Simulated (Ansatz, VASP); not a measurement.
One calculation of Mg2NCl, two programs

```
Mg N Cl
1.0
     1.64661    0.95067    5.93796
    -1.64661    0.95067    5.93796
     0.00000   -1.90134    5.93796
Mg N Cl
2 1 1
Direct
  0.22291 0.22291 0.22291
  0.77709 0.77709 0.77709
  0.50000 0.50000 0.50000
  0.00000 0.00000 0.00000
```

Alike in both runs: task single point; functional PBEsol; k mesh 6 × 6 × 6; occupations gaussian, width 0.2 eV; no spin polarisation.

|  | VASP | Ansatz |
| --- | --- | --- |
| version | VASP 6.6.1 | Ansatz 0.2.0 |
| potentials or method | VASP PAW PBE potentials, release 64 (Mg, N, Cl) | plane waves |
| plane-wave cutoff (eV) | 520 | 420 |
| valence electrons in the cell | 16 | 32 |

```tsv
	VASP	Ansatz	Ansatz less VASP
gap on the k mesh at the Fermi level (eV)	2.34	2.36	+0.027
pressure (GPa)	-0.6	-0.3	+0.23
traceless stress, the component that is largest in VASP (GPa)	0.16	0.23	+0.074
rms of the force components (eV/Å)	0.011	0.030	+0.0183
```

VASP's potentials were made for PBE, not for PBEsol. Atom by atom the forces differ by 0.018 eV/Å (rms over components). The functional is the same, so the differences come from potentials, cutoffs and numerics. VASP's potentials hold 16 valence electrons a cell and Ansatz's 32, so a difference there can come from the potentials and not from the codes.
